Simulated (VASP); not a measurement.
Mg2Si, 3 atoms in the cell. The structure is cubic, space group Fm-3m (No. 225). The conventional cell has a = 5.968 Å, b = 5.968 Å, c = 5.968 Å, α = 90.00°, β = 90.00°, γ = 90.00°. Within 3.4 Å of Mg (site symmetry -43m) lie 4 Si at 2.58 Å and 6 Mg at 2.98 Å. Within 3.4 Å of Si (site symmetry m-3m) lie 8 Mg at 2.58 Å. 

```yaml
Program: VASP 6.6.1
Task: single point
Functional: r2SCAN
Potentials_or_basis: VASP PAW PBE potentials, release 64 (Mg, Si)
Cutoff: 660 eV
k_mesh: 6 × 6 × 6
Occupations: gaussian, width 0.01 eV
Spin: no spin polarisation
Dipole_correction: no
Further_INCAR_settings: ALGO = Normal; EDIFF = 1e-06; NBANDS = 11
```

Potentials or basis: VASP PAW PBE potentials, release 64 (Mg, Si).

Command:

```bash
$ cat potpaw_PBE.64/Mg/POTCAR potpaw_PBE.64/Si/POTCAR > POTCAR
$ cp INCAR.step1 INCAR
$ mpirun -np 1 vasp_std > vasp.out
$ cp INCAR.step2 INCAR
$ mpirun -np 1 vasp_std > vasp.out
```

Hardware: 1 thread of Intel(R) Xeon(R) 6975P-C (Granite Rapids), with other jobs on the host.

Question: Estimate the wall time of this run.

Answer: Wall time 28 s on 1 thread of Intel(R) Xeon(R) 6975P-C (Granite Rapids) (shared host), peak memory 0.21 GiB. Counts: k points 16.
